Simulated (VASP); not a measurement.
Set up this calculation in VASP 6.6.1, as the native input.

| Quantity | Value |
| --- | --- |
| Task | single point |
| Functional | r2SCAN |
| Potentials or basis | VASP PAW PBE potentials, release 64 (Te, Nb_sv) |
| Cutoff | 520 eV |
| k mesh | 8 × 8 × 7 |
| Occupations | fermi-dirac, width 0.05 eV |
| Spin | no spin polarisation |
| Dipole correction | no |
| Further INCAR settings | ALGO = Normal; EDIFF = 1e-07; NBANDS = 16 |

The system is NbTe.

```
Te Nb
1.0
     3.75170    0.00000    0.00000
    -1.87585    3.24907    0.00000
     0.00000    0.00000    3.74282
Te Nb
1 1
Direct
  0.66667 0.33333 0.00000
  0.00000 0.00000 0.50000
```

One way to write it, as run:

POSCAR

```
NbTe
1.0
    3.7517033219      0.0000000000      0.0000000000
   -1.8758516609      3.2490703843      0.0000000000
    0.0000000000      0.0000000000      3.7428246143
Te Nb
1 1
Direct
    0.6666666667      0.3333333333      0.0000000000
    0.0000000000      0.0000000000      0.5000000000
```

INCAR.step1

```
SYSTEM = NbTe
ALGO = Normal
EDIFF = 1E-4
ENCUT = 520
GGA = PE
ISMEAR = -1
LASPH = .True.
LCHARG = .False.
LREAL = .False.
LWAVE = .True.
NBANDS = 16
NELM = 60
PREC = Accurate
SIGMA = 0.05
```

INCAR.step2

```
SYSTEM = NbTe
ALGO = Normal
EDIFF = 1E-7
ENCUT = 520
ISIF = 2
ISMEAR = -1
ISTART = 1
LASPH = .True.
LCHARG = .False.
LMIXTAU = .True.
LREAL = .False.
LWAVE = .False.
METAGGA = R2SCAN
NBANDS = 16
NELM = 60
PREC = Accurate
SIGMA = 0.05
```

KPOINTS

```
k-points
0
Gamma
  8 8 7
  0 0 0
```

Potentials or basis: VASP PAW PBE potentials, release 64 (Te, Nb_sv).

Command:

```console
$ cat potpaw_PBE.64/Te/POTCAR potpaw_PBE.64/Nb_sv/POTCAR > POTCAR
$ cp INCAR.step1 INCAR
$ mpirun -np 1 vasp_std > vasp.out
$ cp INCAR.step2 INCAR
$ mpirun -np 1 vasp_std > vasp.out
```

Results of the run:

```
Pressure : -5.9 GPa
```

Caveat: the PAW data sets were made with another functional, which shifts forces and pressure a little.

Wall time 54 s on 1 thread of Intel(R) Xeon(R) 6975P-C (Granite Rapids), on a shared host, peak memory 0.18 GiB.
